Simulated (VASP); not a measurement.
A run of VASP 6.6.1 is set up as follows.

INCAR

```
ALGO = Normal
EDIFF = 1E-6
ENCUT = 600
GGA = PE
GGA_COMPAT = F
ISIF = 2
ISMEAR = -1
ISPIN = 2
KPAR = 4
LASPH = T
LCHARG = T
LMAXMIX = 4
LORBIT = 11
LREAL = F
LVHAR = T
LWAVE = F
MAGMOM = 2 2 2 2 0 0 0 0 0 0
NBANDS = 59
NELM = 200
PREC = Accurate
SIGMA = 0.05
```

File KPOINTS:

```
k-points
0
Gamma
  9 9 9
```

POSCAR

```
V2O3
1.0
    2.4709073542      1.4265790261      4.6634305105
   -2.4709073542      1.4265790261      4.6634305105
    0.0000000000     -2.8531580522      4.6634305105
V O
4 6
Direct
    0.3414049223      0.3414049223      0.3414049223
    0.1585950777      0.1585950777      0.1585950777
    0.6585950777      0.6585950777      0.6585950777
    0.8414049223      0.8414049223      0.8414049223
    0.9269047914      0.2500000000      0.5730952086
    0.5730952086      0.9269047914      0.2500000000
    0.2500000000      0.5730952086      0.9269047914
    0.0730952086      0.7500000000      0.4269047914
    0.4269047914      0.0730952086      0.7500000000
    0.7500000000      0.4269047914      0.0730952086
```

Potentials or basis: VASP PAW PBE potentials, release 64 (V_sv, O).

The run is started by

```sh
$ cat potpaw_PBE.64/V_sv/POTCAR potpaw_PBE.64/O/POTCAR > POTCAR
$ mpirun -np 4 vasp_std > vasp.out
```

(1) Estimate the pressure.

(2) What does it give for the largest force?

(3) Predict the site moments.

(4) What does it give for the net moment?

## Answers

(1) -1.6 GPa.

(2) 0.026 eV/Å.

(3) V +1.07; O -0.01 μB.

(4) 4.52 μB per cell.
